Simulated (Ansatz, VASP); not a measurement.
## Sb in VASP and in Ansatz

```
Sb
1.0
     2.15420    1.24373    3.75800
    -2.15420    1.24373    3.75800
     0.00000   -2.48746    3.75800
Sb
2
Direct
  0.23349 0.23349 0.23349
  0.76651 0.76651 0.76651
```

Alike in both runs: task single point; functional PBE; dispersion D4; k mesh 6 × 6 × 6; occupations gaussian, width 0.1 eV; no spin polarisation.

```csv
,VASP,Ansatz
version,VASP 6.6.1,Ansatz 0.2.0
potentials or method,"VASP PAW PBE potentials, release 64 (Sb), cutoff 500 eV","scalar-relativistic, plane waves, PAW"
valence electrons in the cell,10,30
```

```tsv
	VASP	Ansatz	Ansatz less VASP
gap on the k mesh at the Fermi level (eV)	none	none	-
pressure (GPa)	0.2	0.1	-0.07
traceless stress, the component that is largest in VASP (GPa)	-0.26	-0.24	+0.029
rms of the force components (eV/Å)	0.062	0.039	-0.0227
```

Atom by atom the forces differ by 0.023 eV/Å (rms over components). A gap of «none» marks a metal or a gap that the smearing closes. VASP's potentials hold 10 valence electrons a cell and Ansatz's 30, so a difference there can come from the potentials and not from the codes.

Spin-orbit coupling is off throughout.
